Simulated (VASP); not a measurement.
# W (P6/mmm) in VASP: notebook, part 2 of 2

VASP 6.6.1.

## Step 4: Single point, PBE

Contents of INCAR:

```
PREC     = Accurate       # precision mode
ENCUT    = 520            # plane-wave cutoff, eV
EDIFF    = 1E-7           # SCF threshold, eV
ISMEAR   = -1             # smearing method
SIGMA    = 0.05           # smearing width, eV
LREAL    = F              # projectors in reciprocal space
LASPH    = T              # aspherical terms in the spheres
NELM     = 100            # most SCF steps
ALGO     = Normal         # electronic algorithm
ISIF     = 2              # what is computed and relaxed
LWAVE    = F              # write WAVECAR
LCHARG   = T              # write CHGCAR
GGA      = PE             # functional
LELF     = T              # ELF
LVHAR    = T            
NBANDS   = 28             # bands
```

Contents of KPOINTS:

```
Automatic mesh
0
Gamma
  10 10 13
```

Contents of POSCAR:

```
W
1.0
    3.8358643060      0.0000000000      0.0000000000
   -1.9179321530      3.3219559345      0.0000000000
    0.0000000000      0.0000000000      2.2653446877
W
3
Direct
    0.0000000000      0.0000000000      0.0000000000
    0.3333333333      0.6666666667      0.5000000000
    0.6666666667      0.3333333333      0.5000000000
```

Potentials or basis: VASP PAW PBE potentials, release 64 (W_sv).

Run with:

```bash
cat potpaw_PBE.64/W_sv/POTCAR > POTCAR
mpirun -np 1 vasp_std > vasp.out
```

OUTCAR:

```text
PREC = Accurate
   ENCUT = 520
   EDIFF = 1E-7
   ISMEAR = -1
   LREAL = F
   LASPH = T
   NELM = 100
   ISIF = 2
   GGA = PE

 ion  position               nearest neighbor table
   1  0.000  0.000  0.000-   2 2.49   3 2.49   2 2.49   3 2.49   3 2.49   3 2.49   2 2.49   2 2.49
                             3 2.49   3 2.49   2 2.49   2 2.49
   2  0.333  0.667  0.500-   3 2.21   3 2.21   3 2.21   1 2.49   1 2.49   1 2.49   1 2.49   1 2.49
                             1 2.49   3 3.17   3 3.17   3 3.17   3 3.17   3 3.17   3 3.17
   3  0.667  0.333  0.500-   2 2.21   2 2.21   2 2.21   1 2.49   1 2.49   1 2.49   1 2.49   1 2.49
                             1 2.49   2 3.17   2 3.17   2 3.17   2 3.17   2 3.17   2 3.17

  LATTYP: Found a hexagonal cell.
 ALAT       =     3.8358643060
 C/A-ratio  =     0.5905695580

  Lattice vectors:

 A1 = (   3.8358643060,   0.0000000000,   0.0000000000)
 A2 = (  -1.9179321530,   3.3219559345,   0.0000000000)
 A3 = (   0.0000000000,   0.0000000000,   2.2653446877)

Analysis of symmetry for initial positions (statically):
=====================================================================
 Subroutine PRICEL returns:
 Original cell was already a primitive cell.

 Routine SETGRP: Setting up the symmetry group for a
 hexagonal supercell.

 Subroutine GETGRP returns: Found 24 space group operations
 (whereof 24 operations were pure point group operations)
 out of a pool of 24 trial point group operations.

The static configuration has the point symmetry D_6h.

Analysis of symmetry for dynamics (positions and initial velocities):
=====================================================================
 Subroutine PRICEL returns:
 Original cell was already a primitive cell.

 Routine SETGRP: Setting up the symmetry group for a
 hexagonal supercell.

 Subroutine GETGRP returns: Found 24 space group operations
 (whereof 24 operations were pure point group operations)
 out of a pool of 24 trial point group operations.

The dynamic configuration has the point symmetry D_6h.

 Subroutine INISYM returns: Found 24 space group operations
 (whereof 24 operations are pure point group operations),
 and found     1 'primitive' translations

----------------------------------------------------------------------------------------

                                     Primitive cell

  volume of cell :      28.8663

  direct lattice vectors                    reciprocal lattice vectors
     3.835864306  0.000000000  0.000000000     0.260697439  0.150513736  0.000000000
    -1.917932153  3.321955935  0.000000000     0.000000000  0.301027473  0.000000000
     0.000000000  0.000000000  2.265344688     0.000000000  0.000000000  0.441433926

  length of vectors
     3.835864306  3.835864306  2.265344688     0.301027473  0.301027473  0.441433926

  position of ions in fractional coordinates (direct lattice)
     0.000000000  0.000000000  0.000000000
     0.333333333  0.666666667  0.500000000
     0.666666667  0.333333333  0.500000000

  ion indices of the primitive-cell ions
   primitive index   ion index
                 1           1
                 2           2
                 3           3

----------------------------------------------------------------------------------------

 KPOINTS: Automatic mesh

Automatic generation of k-mesh.
 Grid dimensions read from file:
 generate k-points for:   10   10   13

 Generating k-lattice:

  Cartesian coordinates                     Fractional coordinates (reciprocal lattice)
     0.026069744  0.015051374  0.000000000     0.100000000  0.000000000  0.000000000
     0.000000000  0.030102747  0.000000000     0.000000000  0.100000000  0.000000000
     0.000000000  0.000000000  0.033956456     0.000000000  0.000000000  0.076923077

  Length of vectors
     0.030102747  0.030102747  0.033956456

  Shift w.r.t. Gamma in fractional coordinates (k-lattice)
     0.000000000  0.000000000  0.000000000

 Subroutine IBZKPT returns following result:
 ===========================================

 Found     98 irreducible k-points:

 Following reciprocal coordinates:
            Coordinates               Weight
  0.000000  0.000000  0.000000      1.000000
  0.100000 -0.000000  0.000000      6.000000
  0.200000 -0.000000  0.000000      6.000000
  0.300000 -0.000000  0.000000      6.000000
  0.400000 -0.000000  0.000000      6.000000
  0.500000 -0.000000  0.000000      3.000000
[... 16 lines left out ...]
  0.300000  0.100000  0.076923     24.000000
  0.400000  0.100000  0.076923     24.000000
 [... further k-points ...]
   k-points           NKPTS =     98   k-points in BZ     NKDIM =     98   number of bands    NBANDS=     28
   number of dos      NEDOS =    301   number of ions     NIONS =      3
   total plane-waves  NPLWV =  16200
   dimension x,y,z NGX =    30 NGY =   30 NGZ =   18
   dimension x,y,z NGXF=    60 NGYF=   60 NGZF=   36
   ions per type =               3
   NGX,Y,Z   is equivalent  to a cutoff of  13.00, 13.00, 13.21 a.u.
   NGXF,Y,Z  is equivalent  to a cutoff of  26.00, 26.00, 26.42 a.u.
 SYSTEM =  unknown system
   PREC   = accura    normal or accurate (medium, high low for compatibility)
   ISTART =      0    job   : 0-new  1-cont  2-samecut
   ICHARG =      2    charge: 1-file 2-atom 10-const
   ISPIN  =      1    spin polarized calculation?
   LNONCOLLINEAR =      F non collinear calculations
   LSORBIT =      F    spin-orbit coupling
   LASPH  =      T    aspherical Exc in radial PAW
   ENCUT  =  520.0 eV  38.22 Ry    6.18 a.u.   7.13  7.13  4.21*2*pi/ulx,y,z
   NELM   =    100;   NELMIN=  2; NELMDL= -5     # of ELM steps
   EDIFF  = 0.1E-06   stopping-criterion for ELM
   LREAL  =      F    real-space projection
   EDIFFG = 0.1E-05   stopping-criterion for IOM
   NSW    =      0    number of steps for IOM
   IBRION =     -1    ionic relax: 0-MD 1-quasi-New 2-CG
   NFREE  =      0    steps in history (QN), initial steepest desc. (CG)
   ISIF   =      2    stress and relaxation
   ISYM   =      2    0-nonsym 1-usesym 2-fastsym
   POTIM  = 0.5000    time-step for ionic-motion
   TEBEG  =    0.0;   TEEND  =   0.0 temperature during run
   PSTRESS=    0.0 pullay stress
   NELECT =      42.0000    total number of electrons
   NUPDOWN=      -1.0000    fix difference up-down
   EMIN   =  10.00;   EMAX   =-10.00  energy-range for DOS
   EFERMI =   0.00;   METHOD = LEGACY
   ISMEAR =    -1;   SIGMA  =   0.05  broadening in eV -4-tet -1-fermi 0-gaus
   EFERMI_NEDOS =   21; number of points for ismear=-14 and -15
   IALGO  =     38    algorithm
   IMIX   =      4    mixing-type and parameters
     AMIX     =   0.40;   BMIX     =  1.00
     AMIX_MAG =   1.60;   BMIX_MAG =  1.00
  volume/ion in A,a.u.               =       9.62        64.93
  Fermi-wavevector in a.u.,A,eV,Ry     =   1.855072  3.505578 46.821627  3.441293
  Thomas-Fermi vector in A             =   2.904252
   LORBIT       =      0    0 simple, 1 ext, 2 COOP (PROOUT), +10 PAW based schemes
   GGA     = PE    functional components
   LHFCALC =     F    Hartree Fock is set to
   AEXX    =    0.0000 exact exchange contribution
   IVDW    =     0    specifies the selected vdW correction
   LEPSILON=     F    determine dielectric tensor
   LRPA    =     F    only Hartree local field effects (RPA)
 non-spin polarized calculation
  energy-cutoff  :      520.00
  volume of cell :       28.87
 maximum number of plane-waves:       790
 NGX is ok and might be reduce to    30
   NGX = 15   NGY = 15   NGZ =  9

 number of electron      42.0000003 magnetization

 Free energy of the ion-electron system (eV)
  ---------------------------------------------------
  ext. energy  EPLUGINS =         0.00000000
  ---------------------------------------------------
  free energy    TOTEN  =       -18.59282704 eV

  energy without entropy =      -18.57489828  energy(sigma->0) =      -18.58386266

 E-fermi :  20.0845     XC(G=0): -16.6877

 val. band max:       20.0725638602   @ k =   0.2000  -0.0000   0.3846
 cond. band min:      20.0939479720   @ k =   0.4000   0.1000   0.1538
 fundamental gap:      0.0213841118
 Fermi energy:        20.0844805901

 k-point     1 :       0.0000    0.0000    0.0000
  band No.  band energies     occupation
      1     -54.4713      2.00000
      2     -53.3369      2.00000
      3     -53.2264      2.00000
      4     -20.5873      2.00000
      5     -20.5873      2.00000
      6     -19.5513      2.00000
[... 733 lines left out ...]
     27      27.1393      0.00000
     28      28.2881      0.00000

 [... further k-points ...]

------------------------ aborting loop because EDIFF is reached ----------------------------------------

  FORCE on cell =-STRESS in cart. coord.  units (eV):
  Direction    XX          YY          ZZ          XY          YZ          ZX
  --------------------------------------------------------------------------------------
  -------------------------------------------------------------------------------------
  Total       81.1240123     81.1240123     81.0056195      0.0000000      0.0000000      0.0000000
  in kB     4502.6543522   4502.6543523   4496.0831547      0.0000000      0.0000000      0.0000000
  external PRESSURE =    4500.4639530 kB  Pullay stress =       0.0000000 kB

 VOLUME and BASIS-vectors are now :
 -----------------------------------------------------------------------------
  energy-cutoff  :      520.00
  volume of cell :       28.87
      direct lattice vectors                 reciprocal lattice vectors
     3.835864306  0.000000000  0.000000000     0.260697439  0.150513736  0.000000000
    -1.917932153  3.321955935  0.000000000     0.000000000  0.301027473  0.000000000
     0.000000000  0.000000000  2.265344688     0.000000000  0.000000000  0.441433926

 POSITION                                       TOTAL-FORCE (eV/Angst)
 -----------------------------------------------------------------------------------
      0.00000      0.00000      0.00000        -0.000000     -0.000000      0.000000
     -0.00000      2.21464      1.13267         0.000000      0.000000      0.000000
      1.91793      1.10732      1.13267        -0.000000     -0.000000     -0.000000
 -----------------------------------------------------------------------------------
    total drift:                               -0.000000      0.000000      0.000000

  FREE ENERGIE OF THE ION-ELECTRON SYSTEM (eV)
  ---------------------------------------------------
  free  energy   TOTEN  =       -18.5928270409 eV

  energy  without entropy=      -18.5748982846  energy(sigma->0) =      -18.58386266
```

Wall time 33 s (1 thread of Intel Xeon 6975P-C (Granite Rapids), shared host); peak memory 0.18 GiB.

Results:

```yaml
Free_energy: -18.5928 eV
Pressure: 450.0 GPa
Band_gap_on_the_k_mesh: zero (band 21 reaches 21.35 eV, above the bottom of band 22 at 19.01 eV)
```

Stress tensor (GPa, compression positive):
```
450.27   0.00   0.00
  0.00 450.27   0.00
  0.00   0.00 449.61
```

Levels at points of the mesh, in eV from the Fermi level:
```csv
k point,band 18,band 19,band 20,band 21,band 22,band 23,band 24,band 25
"(0.00, 0.00, 0.00)",-3.04,-2.87,-2.87,-1.08,-1.08,1.69,1.69,1.77
"(0.50, 0.00, 0.00)",-4.58,-4.44,-2.48,-0.87,2.46,2.51,4.38,4.98
```

Caveat: spin-orbit coupling is left out, which moves the levels of the heavy elements.

## Step 5: Single point, PBE

Contents of INCAR:

```
SYSTEM = W
PREC     = Accurate       ! precision mode
ENCUT    = 520            ! plane-wave cutoff, eV
EDIFF    = 1E-6           ! SCF threshold, eV
ISMEAR   = -1             ! smearing method
SIGMA    = 0.05           ! smearing width, eV
LREAL    = .FALSE.        ! projectors in reciprocal space
LASPH    = .TRUE.         ! aspherical terms in the spheres
NELM     = 100            ! most SCF steps
ALGO     = Normal         ! electronic algorithm
ISIF     = 2              ! what is computed and relaxed
LWAVE    = .FALSE.        ! write WAVECAR
LCHARG   = .FALSE.        ! write CHGCAR
GGA      = PE             ! functional
NBANDS   = 28             ! bands
```

Contents of KPOINTS:

```
Automatic mesh
0
G
  10 10 13
  0 0 0
```

Contents of POSCAR:

```
W
1.0
    3.8382908109      0.0000000000      0.0000000000
   -1.9191454054      3.3240573493      0.0000000000
    0.0000000000      0.0000000000      2.2665655770
W
3
Direct
    0.0000000000      0.0000000000      0.0000000000
    0.3333333333      0.6666666667      0.5000000000
    0.6666666667      0.3333333333      0.5000000000
```

Run with:

```bash
cat potpaw_PBE.64/W_sv/POTCAR > POTCAR
mpirun -np 1 vasp_std > vasp.out
```

Wall time 28 s (1 thread of Intel Xeon 6975P-C (Granite Rapids), shared host); peak memory 0.18 GiB.

The run converged. Its results:

- Free energy: -18.7387 eV
- Pressure: 446.8 GPa
- Band gap on the k mesh: zero (band 21 reaches 21.30 eV, above the bottom of band 22 at 18.97 eV)

Stress tensor (GPa, compression positive):
```
447.13   0.00   0.00
  0.00 447.13   0.00
  0.00   0.00 446.23
```

Levels at points of the mesh, in eV from the Fermi level:
```tsv
k point	band 19	band 20	band 21	band 22	band 23	band 24
(0.00, 0.00, 0.00)	-2.87	-2.87	-1.07	-1.07	1.69	1.69
(0.50, 0.00, 0.00)	-4.43	-2.48	-0.86	2.46	2.51	4.35
```

Caveat: spin-orbit coupling is left out, which moves the levels of the heavy elements.
